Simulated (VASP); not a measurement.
# CoO (R3m) in VASP: a series of runs

CoO is run at these levels: PBEsol, PBEsol+U, revPBE+D3(BJ)+U, PBEsol+D4+U; tasks: single point.

Everything below comes from runs of VASP 6.6.1. Logs are shortened: lines on timing, memory, paths and dates and some standing lists are left out, and cuts for length are marked.

### Step 1. The cell of the first run

Symmetry: R3m, No. 160, trigonal system. The conventional cell has a = 3.204 Å, b = 3.204 Å, c = 7.699 Å, α = 90.00°, β = 90.00°, γ = 120.00°. Co (site symmetry 3m) has 4 O at 1.91 to 1.96 Å within 2.5 Å. Within 2.5 Å of O (site symmetry 3m) lie 4 Co at 1.91 to 1.96 Å.

### Step 2. Single point, PBEsol, collinear spin, ferromagnetic start

POSCAR reads:

```
CoO
1.0
    1.6022198417      0.9250420569      2.5664708903
   -1.6022198417      0.9250420569      2.5664708903
    0.0000000000     -1.8500841138      2.5664708903
Co O
1 1
Direct
    0.9989783200      0.9989783200      0.9989783200
    0.7510210300      0.7510210300      0.7510210300
```

INCAR.step1 reads:

```
SYSTEM = CoO
  PREC = Accurate
  ENCUT = 520
  EDIFF = 1E-7
  ISMEAR = -1
  SIGMA = 0.05
  LREAL = .False.
  LASPH = .True.
  NELM = 150
  ALGO = Normal
  ISIF = 2
  LWAVE = .False.
  LCHARG = .True.
  ISPIN = 2
  MAGMOM = 2 0
  LMAXMIX = 4
  GGA = PS
  NBANDS = 18
```

KPOINTS.step1 reads:

```
Automatic mesh
0
Gamma
  10 10 10
  0 0 0
```

INCAR.step2 reads:

```
SYSTEM = CoO
  PREC = Accurate
  ENCUT = 520
  EDIFF = 1E-7
  ISMEAR = -5
  SIGMA = 0.05
  LREAL = .False.
  LASPH = .True.
  NELM = 150
  ALGO = Normal
  ISIF = 2
  LWAVE = .False.
  LCHARG = .False.
  ISPIN = 2
  MAGMOM = 2 0
  LORBIT = 11
  LMAXMIX = 4
  GGA = PS
  NEDOS = 1001
  ICHARG = 11
```

KPOINTS.step2 reads:

```
Automatic mesh
0
Gamma
  15 15 15
  0 0 0
```

Potentials or basis: VASP PAW PBE potentials, release 64 (Co, O).

On the command line:

```bash
> cat potpaw_PBE.64/Co/POTCAR potpaw_PBE.64/O/POTCAR > POTCAR
> cp INCAR.step1 INCAR
> cp KPOINTS.step1 KPOINTS
> mpirun -np 1 vasp_std > vasp.out
> cp INCAR.step2 INCAR
> cp KPOINTS.step2 KPOINTS
> mpirun -np 1 vasp_std > vasp.out
```

OUTCAR:

```text
SYSTEM = CoO
   PREC = Accurate
   ENCUT = 520
   EDIFF = 1E-7
   ISMEAR = -5
   LREAL = .False.
   LASPH = .True.
   NELM = 150
   ISIF = 2
   ISPIN = 2
   LORBIT = 11
   GGA = PS
   ICHARG = 11

 ion  position               nearest neighbor table
   1  0.999  0.999  0.999-   2 1.91   2 1.96   2 1.96   2 1.96
   2  0.751  0.751  0.751-   1 1.91   1 1.96   1 1.96   1 1.96

  LATTYP: Found a trigonal (rhomboedric) cell.
 ALAT       =     3.1637926700
 COS(alpha) =     0.4870699110

  Lattice vectors:

 A1 = (   1.6022198417,   0.9250420569,   2.5664708903)
 A2 = (  -1.6022198417,   0.9250420569,   2.5664708903)
 A3 = (   0.0000000000,  -1.8500841138,   2.5664708903)

Analysis of symmetry for initial positions (statically):
=====================================================================
 Subroutine PRICEL returns:
 Original cell was already a primitive cell.

 Routine SETGRP: Setting up the symmetry group for a
 trigonal (rhombohedral) supercell.

 Subroutine GETGRP returns: Found  6 space group operations
 (whereof  6 operations were pure point group operations)
 out of a pool of 12 trial point group operations.

The static configuration has the point symmetry C_3v.

Analysis of symmetry for dynamics (positions and initial velocities):
=====================================================================
 Subroutine PRICEL returns:
 Original cell was already a primitive cell.

 Routine SETGRP: Setting up the symmetry group for a
 trigonal (rhombohedral) supercell.

 Subroutine GETGRP returns: Found  6 space group operations
 (whereof  6 operations were pure point group operations)
 out of a pool of 12 trial point group operations.

The dynamic configuration has the point symmetry C_3v.

Analysis of structural, dynamic, and magnetic symmetry:
=====================================================================
 Subroutine PRICEL returns:
 Original cell was already a primitive cell.

 Routine SETGRP: Setting up the symmetry group for a
 trigonal (rhombohedral) supercell.

 Subroutine GETGRP returns: Found  6 space group operations
 (whereof  6 operations were pure point group operations)
 out of a pool of 12 trial point group operations.

The overall configuration has the point symmetry C_3v.

 Subroutine INISYM returns: Found  6 space group operations
 (whereof  6 operations are pure point group operations),
 and found     1 'primitive' translations

----------------------------------------------------------------------------------------

                                     Primitive cell

  volume of cell :      22.8229

  direct lattice vectors                    reciprocal lattice vectors
     1.602219842  0.925042057  2.566470890     0.312067038  0.180171988  0.129880037
    -1.602219842  0.925042057  2.566470890    -0.312067038  0.180171988  0.129880037
     0.000000000 -1.850084114  2.566470890     0.000000000 -0.360343977  0.129880037

  length of vectors
     3.163792670  3.163792670  3.163792670     0.383036037  0.383036037  0.383036037

  position of ions in fractional coordinates (direct lattice)
     0.998978320  0.998978320  0.998978320
     0.751021030  0.751021030  0.751021030

  ion indices of the primitive-cell ions
   primitive index   ion index
                 1           1
                 2           2

----------------------------------------------------------------------------------------

 KPOINTS: Automatic mesh

Automatic generation of k-mesh.
 Grid dimensions read from file:
 generate k-points for:   15   15   15

 Generating k-lattice:

  Cartesian coordinates                     Fractional coordinates (reciprocal lattice)
     0.020804469  0.012011466  0.008658669     0.066666667 -0.000000000 -0.000000000
    -0.020804469  0.012011466  0.008658669    -0.000000000  0.066666667 -0.000000000
     0.000000000 -0.024022932  0.008658669    -0.000000000 -0.000000000  0.066666667

  Length of vectors
     0.025535736  0.025535736  0.025535736

  Shift w.r.t. Gamma in fractional coordinates (k-lattice)
     0.000000000  0.000000000  0.000000000

 TETIRR: Found   1695 inequivalent tetrahedra from    20250

[... 36 lines left out ...]
   dimension x,y,z NGXF=    48 NGYF=   48 NGZF=   48
   ions per type =               1   1
   NGX,Y,Z   is equivalent  to a cutoff of  12.61, 12.61, 12.61 a.u.
   NGXF,Y,Z  is equivalent  to a cutoff of  25.22, 25.22, 25.22 a.u.
 SYSTEM =  CoO
   PREC   = accura    normal or accurate (medium, high low for compatibility)
   ISTART =      0    job   : 0-new  1-cont  2-samecut
   ICHARG =     11    charge: 1-file 2-atom 10-const
   ISPIN  =      2    spin polarized calculation?
   LNONCOLLINEAR =      F non collinear calculations
   LSORBIT =      F    spin-orbit coupling
   LASPH  =      T    aspherical Exc in radial PAW
   ENCUT  =  520.0 eV  38.22 Ry    6.18 a.u.   5.88  5.88  5.88*2*pi/ulx,y,z
   NELM   =    150;   NELMIN=  2; NELMDL=  0     # of ELM steps
   EDIFF  = 0.1E-06   stopping-criterion for ELM
   LREAL  =      F    real-space projection
   EDIFFG = 0.1E-05   stopping-criterion for IOM
   NSW    =      0    number of steps for IOM
   IBRION =     -1    ionic relax: 0-MD 1-quasi-New 2-CG
   NFREE  =      0    steps in history (QN), initial steepest desc. (CG)
   ISIF   =      2    stress and relaxation
   ISYM   =      2    0-nonsym 1-usesym 2-fastsym
   POTIM  = 0.5000    time-step for ionic-motion
   TEBEG  =    0.0;   TEEND  =   0.0 temperature during run
   PSTRESS=    0.0 pullay stress
   NELECT =      15.0000    total number of electrons
   NUPDOWN=      -1.0000    fix difference up-down
   EMIN   =  10.00;   EMAX   =-10.00  energy-range for DOS
   EFERMI =   0.00;   METHOD = LEGACY
   ISMEAR =    -5;   SIGMA  =   0.05  broadening in eV -4-tet -1-fermi 0-gaus
   EFERMI_NEDOS =   21; number of points for ismear=-14 and -15
   IALGO  =     38    algorithm
   IMIX   =      4    mixing-type and parameters
     AMIX     =   0.40;   BMIX     =  1.00
     AMIX_MAG =   1.60;   BMIX_MAG =  1.00
  volume/ion in A,a.u.               =      11.41        77.01
  Fermi-wavevector in a.u.,A,eV,Ry     =   1.423360  2.689761 27.564786  2.025955
  Thomas-Fermi vector in A             =   2.543966
   LORBIT       =     11    0 simple, 1 ext, 2 COOP (PROOUT), +10 PAW based schemes
   GGA     = PS    functional components
   LHFCALC =     F    Hartree Fock is set to
   AEXX    =    0.0000 exact exchange contribution
   IVDW    =     0    specifies the selected vdW correction
   LEPSILON=     F    determine dielectric tensor
   LRPA    =     F    only Hartree local field effects (RPA)
 spin polarized calculation
 Fermi weights with tetrahedron method with Bloechl corrections
  energy-cutoff  :      520.00
  volume of cell :       22.82
 maximum number of plane-waves:       625

 number of electron      15.0000010 magnetization       2.7601671

 Free energy of the ion-electron system (eV)
  ---------------------------------------------------
  ext. energy  EPLUGINS =         0.00000000
  ---------------------------------------------------
  free energy    TOTEN  =       -14.21538297 eV

  energy without entropy =      -14.21538297  energy(sigma->0) =      -14.21538297

 E-fermi :   5.8828     XC(G=0): -11.4949

 val. band max:        5.9460744474   @ k =   0.0000   0.0000   0.0000
 cond. band min:       5.8791696509   @ k =  -0.4000  -0.4667   0.3333
 fundamental gap:     -0.0669047965
 Fermi energy:         5.8827688903

 spin component 1

 k-point     1 :       0.0000    0.0000    0.0000
  band No.  band energies     occupation
      1     -14.1257      1.00000
      2      -0.3648      1.00000
      3      -0.3103      1.00000
      4      -0.3103      1.00000
      5       3.5712      1.00000
      6       3.5712      1.00000
      7       5.9461      0.67834
      8       6.1413      0.00000
      9       6.1413      0.00000
     10       6.2964      0.00000
     11      19.7539      0.00000
     12      19.7539      0.00000
[... 333 lines left out ...]
      1     -13.9055      1.00000
      2      -0.8074      1.00000
      3      -0.1821      1.00000
      4      -0.1525      1.00000
      5       3.3317      1.00000
      6       3.6415      1.00000
      7       5.3603      1.00000
      8       5.7607      1.01687
      9       5.8278      0.69545
     10       7.7506      0.00000
     11      17.9736      0.00000
     12      19.4618      0.00000

 [... further k-points ...]

 spin component 2

 k-point     1 :       0.0000    0.0000    0.0000
  band No.  band energies     occupation
      1     -13.5793      1.00000
      2       0.8034      1.00000
      3       0.8835      1.00000
      4       0.8835      1.00000
      5       5.4179      1.00000
      6       5.4179      1.00000
      7       6.4247      0.00000
      8       8.3734      0.00000
      9       8.3734      0.00000
     10       8.4625      0.00000
     11      20.2257      0.00000
     12      20.2258      0.00000
[... 333 lines left out ...]
      1     -13.3481      1.00000
      2       0.1485      1.00000
      3       0.9330      1.00000
      4       0.9735      1.00000
      5       5.2087      1.00000
      6       5.5065      1.00000
      7       7.5485      0.00000
      8       7.9645      0.00000
      9       8.0541      0.00000
     10       8.4768      0.00000
     11      18.4655      0.00000
     12      20.0011      0.00000

 [... further k-points ...]

------------------------ aborting loop because EDIFF is reached ----------------------------------------

  FORCE on cell =-STRESS in cart. coord.  units (eV):
  Direction    XX          YY          ZZ          XY          YZ          ZX
  --------------------------------------------------------------------------------------
  -------------------------------------------------------------------------------------
  Total       -1.2787357     -1.2787357     -0.5975573      0.0000000      0.0000000      0.0000000
  in kB      -89.7677229    -89.7677229    -41.9487427      0.0000000      0.0000000      0.0000000
  external PRESSURE =     -73.8280628 kB  Pullay stress =       0.0000000 kB

 VOLUME and BASIS-vectors are now :
 -----------------------------------------------------------------------------
  energy-cutoff  :      520.00
  volume of cell :       22.82
      direct lattice vectors                 reciprocal lattice vectors
     1.602219842  0.925042057  2.566470890     0.312067038  0.180171988  0.129880037
    -1.602219842  0.925042057  2.566470890    -0.312067038  0.180171988  0.129880037
     0.000000000 -1.850084114  2.566470890     0.000000000 -0.360343977  0.129880037

 POSITION                                       TOTAL-FORCE (eV/Angst)
 -----------------------------------------------------------------------------------
      0.00000      0.00000      7.69155         0.000000      0.000000      0.198732
      0.00000      0.00000      5.78242         0.000000     -0.000000     -0.198732
 -----------------------------------------------------------------------------------
    total drift:                                0.000000      0.000000      0.000869

  FREE ENERGIE OF THE ION-ELECTRON SYSTEM (eV)
  ---------------------------------------------------
  free  energy   TOTEN  =       -14.2153829743 eV

  energy  without entropy=      -14.2153829743  energy(sigma->0) =      -14.21538297

 total charge

# of ion       s       p       d       tot
------------------------------------------
    1        0.349   0.455   7.201   8.005
    2        1.547   3.419   0.000   4.966
--------------------------------------------------
tot          1.896   3.874   7.201  12.971

 magnetization (x)

# of ion       s       p       d       tot
------------------------------------------
    1        0.018   0.051   2.331   2.401
    2        0.021   0.292   0.000   0.313
--------------------------------------------------
tot          0.040   0.343   2.331   2.714
```

Run time: 3.1 min. Hardware: 1 thread of Intel Xeon 8259CL, shared host; peak memory 0.27 GiB.

What came out:

- Net moment: 2.76 μB per cell
- Site moments: Co +2.40; O +0.31 μB
- Valence electrons inside the program's atomic spheres: Co 8.01; O 4.97

Caveat: the PAW data sets were made with another functional, which shifts forces and pressure a little; a cell with one magnetic atom can't hold antiferromagnetic order, which such compounds often take; semilocal functionals often make such compounds metallic where correlation or magnetic order opens a gap, which also shifts bond lengths; tetrahedron occupations give inexact forces and stress in metals.

(Part 1 of 2 ends here.)
